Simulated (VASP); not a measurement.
Input of a VASP 6.6.1 run:

INCAR

```
ALGO     = Normal         # electronic algorithm
EDIFF    = 1E-6           # SCF threshold, eV
ENCUT    = 1000           # plane-wave cutoff, eV
GGA      = PE             # functional
GGA_COMPAT= False        
ISIF     = 2              # what is computed and relaxed
ISMEAR   = -1             # smearing method
ISPIN    = 2              # spin polarisation
IVDW     = 12             # dispersion correction
LASPH    = True           # aspherical terms in the spheres
LCHARG   = True           # write CHGCAR
LELF     = True           # ELF
LORBIT   = 11             # projections on sites
LREAL    = Auto         
LVHAR    = True         
LWAVE    = False          # write WAVECAR
MAGMOM   = 1 1 1 1 1 1 0 0 0 0 0 0 0 0 0 # initial moments
NBANDS   = 59             # bands
NELM     = 200            # most SCF steps
PREC     = Accurate       # precision mode
SIGMA    = 0.02           # smearing width, eV
```

The input KPOINTS:

```
k-points
0
Gamma
  1 1 1
```

POSCAR

```
CO4
1.0
    7.1977620000      0.0000000000      0.0000000000
    0.0000000000      7.1977620000      0.0000000000
    0.0000000000      0.0000000000      7.1977620000
O C
12 3
Direct
    0.3137919815      0.5059489325      0.4493341125
    0.3997631486      0.4367051870      0.3212387406
   -0.2009096716      0.6647205062      0.4683678065
   -0.2477297805      0.7194875296      0.6201927766
    0.9203972012      0.2369208651      0.2890898588
    0.7586246947      0.2596918320      0.2543985200
    0.7932604607      0.0691603862      0.8232975750
    0.6224712626      0.3348540838      0.7449398855
    0.3589171190      0.7710174357      0.8104463582
    0.1321799748      0.5855153310      0.9469888001
    0.2897706259     -0.0670625119      0.4805521494
    0.1711643147      0.1462260075      0.6829761807
    0.7109709935      0.2023267788      0.7819236035
    0.2529953060      0.6760295770      0.8872896881
    0.2321554950      0.0374838735      0.5850290688
```

Potentials or basis: VASP PAW PBE potentials, release 64 (O_h, C_h).

The run is started by

```sh
$ cat potpaw_PBE.64/O_h/POTCAR potpaw_PBE.64/C_h/POTCAR > POTCAR
$ mpirun -np 1 vasp_gam > vasp.out
```

Q: What does it give for the net moment?

A: 6.00 μB per cell.

Q: Estimate the dispersion energy per atom.

A: -0.035 eV.

Q: Estimate the pressure.

A: 1.6 GPa.

Forces in eV/Å, atoms in the order of the input:
```
O   -0.070  0.034  0.051
O   -0.009 -0.025 -0.070
O    0.206 -0.231 -0.639
O   -0.165  0.223  0.585
O    1.211 -0.174  0.266
O   -1.141  0.143 -0.282
O    0.229 -0.200  0.021
O    0.366 -0.430 -0.012
O    0.930  0.257  0.307
O    0.148 -0.264  0.489
O    1.188 -2.036 -2.185
O   -1.137  2.201  2.216
C   -0.660  0.609  0.084
C   -1.036 -0.200 -0.455
C   -0.061  0.092 -0.378
```

Caveat: the k points lie up to 0.87 Å⁻¹ apart, too coarse for converged energies, forces and pressures; the atoms stand as in a frame of molecular dynamics.
